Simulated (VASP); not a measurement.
Here is a VASP 6.6.1 calculation.

File INCAR:

```
SYSTEM = Mg4O
PREC = Accurate
ENCUT = 520
EDIFF = 1E-6
ISMEAR = 0
SIGMA = 0.1
LREAL = .False.
LASPH = .True.
NELM = 60
ALGO = Normal
ISIF = 2
LWAVE = .False.
LCHARG = .False.
LDIPOL = .True.
IDIPOL = 3
DIPOL = 0.5 0.5 0.342
GGA = PS
IBRION = 2
NSW = 36
EDIFFG = -0.025
```

The input KPOINTS:

```
regular mesh
0
Gamma
  8 5 1
  0 0 0
```

The input POSCAR:

```
Mg4O
1.0
    3.1881999939      0.0000000000      0.0000000000
    0.0000000000      5.1084658709      0.0000000000
    0.0000000000      0.0000000000     19.1358427726
Mg O
4 1
Selective dynamics
Direct
    0.0000000000      0.7500000000      0.2090318178  F F F
    0.5000000000      0.2500000000      0.2571276385  F F F
    0.5000000000      0.7500000000      0.3576109084  F F F
    0.0000000000      0.2500000000      0.3990335238  F F F
    0.2500000000      0.2500000000      0.4849257498  F F T
```

Potentials or basis: VASP PAW PBE potentials, release 64 (Mg, O).

Run with:

```bash
$ cat potpaw_PBE.64/Mg/POTCAR potpaw_PBE.64/O/POTCAR > POTCAR
$ mpirun -np 1 vasp_std > vasp.out
```

Question: Estimate the band gap on the k mesh.

Answer: Zero (bands 7 and 8 overlap by 0.50 eV).

Question: What does it give for the energy gained by relaxing?

Answer: 9.0 meV/atom.

Final structure:
```
Mg O
1.0
     3.18820    0.00000    0.00000
     0.00000    5.10847    0.00000
     0.00000    0.00000   19.13584
Mg O
4 1
Cartesian
  0.0000 3.8313 4.0000
  1.5941 1.2771 4.9204
  1.5941 3.8313 6.8432
  0.0000 1.2771 7.6358
  0.7970 1.2771 9.2028
```
